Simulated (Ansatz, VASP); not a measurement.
# One calculation of SiGe, two programs

INCAR

```
ALGO = Normal
EDIFF = 1E-7
ENCUT = 520
GGA = PS
ISIF = 2
ISMEAR = 0
LASPH = T
LCHARG = F
LREAL = F
LWAVE = F
NBANDS = 26
NELM = 80
PREC = Accurate
SIGMA = 0.03
```

Contents of KPOINTS:

```
k-points
0
Gamma
  12 12 6
```

Contents of POSCAR:

```
SiGe
1.0
    3.8822554878      0.0000000000      0.0000000000
   -1.9411277439      3.3621318765      0.0000000000
    0.0000000000      0.0000000000      7.0241648542
Si Ge
2 2
Direct
    0.6666666667      0.3333333333      0.8745463082
    0.3333333333      0.6666666667      0.3745463082
    0.6666666667      0.3333333333      0.5004526918
    0.3333333333      0.6666666667      0.0004526918
```

Input for Ansatz:

```yaml
crystal:
  lattice:
    - [3.8822554878, 0.0, 0.0]
    - [-1.9411277439, 3.3621318765, 0.0]
    - [0.0, 0.0, 7.0241648542]
  atoms:
    - { symbol: Si, position: [0.6666666667, 0.3333333333, 0.8745463082] }
    - { symbol: Si, position: [0.3333333333, 0.6666666667, 0.3745463082] }
    - { symbol: Ge, position: [0.6666666667, 0.3333333333, 0.5004526918] }
    - { symbol: Ge, position: [0.3333333333, 0.6666666667, 0.0004526918] }
basis:
  ecutwfc: 420
kpoints:
  mp_grid: { grid: [12, 12, 6] }
hamiltonian:
  xc: pbesol
  pseudopotentials: { kind: paw, azcp: { folder: soft_1 } }
scf:
  occupations: { method: gaussian, width: 0.03 }
output:
  forces: true
  stress: true
  eigenvalues: true
```

Alike in both runs: task single point; functional PBEsol; k mesh 12 × 12 × 6; occupations gaussian, width 0.03 eV; no spin polarisation.

```csv
,VASP,Ansatz
version,VASP 6.6.1,Ansatz 0.2.0
potentials or method,"VASP PAW PBE potentials, release 64 (Si, Ge_d), cutoff 520 eV","scalar-relativistic, plane waves, PAW"
valence electrons in the cell,36,36
```

Ansatz gave:

* gap on the k mesh at the Fermi level (eV): none
* pressure (GPa): -4.3
* traceless stress, the component that is largest in VASP (GPa): -8.61
* rms of the force components (eV/Å): 0.222

Estimate VASP's values.

gap on the k mesh at the Fermi level (eV): none; pressure (GPa): -4.4; traceless stress, the component that is largest in VASP (GPa): -8.64; rms of the force components (eV/Å): 0.220.

VASP's potentials were made for PBE, not for PBEsol, and Ansatz warns of the same on its side. Atom by atom the forces differ by 0.002 eV/Å (rms over components). A gap of «none» marks a metal or a gap that the smearing closes.
